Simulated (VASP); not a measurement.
Set up this calculation in VASP 6.6.1, as the native input.

| Quantity | Value |
| --- | --- |
| Task | single point |
| Functional | PBE |
| Potentials or basis | VASP PAW PBE potentials, release 64 (Sc_sv, Ge_d) |
| Cutoff | 520 eV |
| k mesh | 8 × 8 × 8 |
| Occupations | gaussian, width 0.1 eV |
| Spin | no spin polarisation |
| Dipole correction | no |
| k mesh for the DOS | 12 × 12 × 12 |
| Occupations for the DOS | tetrahedron |
| Further INCAR settings | ALGO = Normal; EDIFF = 1e-06 |

Sc3Ge5:

```
Sc Ge
1.0
    -3.35971    3.35971    3.35971
     3.35971   -3.35971    3.35971
     3.35971    3.35971   -3.35971
Sc Ge
3 5
Direct
  0.00000 0.50000 0.50000
  0.50000 0.50000 0.00000
  0.50000 0.00000 0.50000
  0.00000 0.00000 0.00000
  0.00000 0.00000 0.50000
  0.00000 0.50000 0.00000
  0.50000 0.00000 0.00000
  0.50000 0.50000 0.50000
```

One way to write it, as run:

POSCAR

```
Sc3Ge5
1.0
   -3.3597095303      3.3597095303      3.3597095303
    3.3597095303     -3.3597095303      3.3597095303
    3.3597095303      3.3597095303     -3.3597095303
Sc Ge
3 5
Direct
    0.0000000000      0.5000000000      0.5000000000
    0.5000000000      0.5000000000      0.0000000000
    0.5000000000      0.0000000000      0.5000000000
    0.0000000000      0.0000000000      0.0000000000
    0.0000000000      0.0000000000      0.5000000000
    0.0000000000      0.5000000000      0.0000000000
    0.5000000000      0.0000000000      0.0000000000
    0.5000000000      0.5000000000      0.5000000000
```

INCAR.step1

```
PREC = Accurate
ENCUT = 520
EDIFF = 1E-6
ISMEAR = 0
SIGMA = 0.1
LREAL = F
LASPH = T
NELM = 100
ALGO = Normal
ISIF = 2
LWAVE = F
LCHARG = T
LMAXMIX = 4
GGA = PE
NBANDS = 62
```

KPOINTS.step1

```
Automatic mesh
0
Gamma
  8 8 8
```

INCAR.step2

```
PREC = Accurate
ENCUT = 520
EDIFF = 1E-6
ISMEAR = -5
SIGMA = 0.1
LREAL = F
LASPH = T
NELM = 100
ALGO = Normal
ISIF = 2
LWAVE = F
LCHARG = F
LMAXMIX = 4
GGA = PE
LORBIT = 11
NEDOS = 2001
ICHARG = 11
```

KPOINTS.step2

```
Automatic mesh
0
Gamma
  12 12 12
```

Potentials or basis: VASP PAW PBE potentials, release 64 (Sc_sv, Ge_d).

Command:

```sh
$ cat potpaw_PBE.64/Sc_sv/POTCAR potpaw_PBE.64/Ge_d/POTCAR > POTCAR
$ cp INCAR.step1 INCAR
$ cp KPOINTS.step1 KPOINTS
$ mpirun -np 1 vasp_std > vasp.out
$ cp INCAR.step2 INCAR
$ cp KPOINTS.step2 KPOINTS
$ mpirun -np 1 vasp_std > vasp.out
```

Results of the run:

The valence electrons inside the program's atomic spheres are Sc 9.42; Ge 12.24, 12.31 (each value once).

Run time: 8.3 min on 1 thread of Intel(R) Xeon(R) 6975P-C (Granite Rapids), with other jobs on the host, peak memory 0.63 GiB.
